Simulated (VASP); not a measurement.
Input of a VASP 6.6.1 run:

File INCAR:

```
SYSTEM = PtS2
  ALGO = Normal
  EDIFF = 1E-7
  ENCUT = 520
  GGA = PE
  ISIF = 2
  ISMEAR = 0
  LASPH = .TRUE.
  LCHARG = .TRUE.
  LELF = .TRUE.
  LREAL = .FALSE.
  LVHAR = .TRUE.
  LWAVE = .FALSE.
  NBANDS = 18
  NELM = 100
  PREC = Accurate
  SIGMA = 0.05
```

Contents of KPOINTS:

```
k-points
0
G
  6 6 4
  0 0 0
```

POSCAR

```
PtS2
1.0
    3.5526415803      0.0000000000      0.0000000000
   -1.7763207902      3.0766778591      0.0000000000
    0.0000000000      0.0000000000      5.1227110450
Pt S
1 2
Direct
    0.0000000000      0.0000000000      0.0000000000
    0.3333333333      0.6666666667      0.2392599773
    0.6666666667      0.3333333333      0.7607400227
```

Potentials or basis: VASP PAW PBE potentials, release 64 (Pt, S).

The run is started by

```sh
$ cat potpaw_PBE.64/Pt/POTCAR potpaw_PBE.64/S/POTCAR > POTCAR
$ mpirun -np 1 vasp_std > vasp.out
```

Problem. Estimate the band gap on the k mesh.

Solution. 0.85 eV, indirect (least direct gap 1.42 eV).

Problem. Predict the largest force.

Solution. 0.026 eV/Å.

Stress tensor (GPa, compression positive):
```
3.65 0.00 0.00
0.00 3.65 0.00
0.00 0.00 2.36
```

Caveat: spin-orbit coupling is left out, which moves the levels of the heavy elements. A k mesh can miss the band edges.
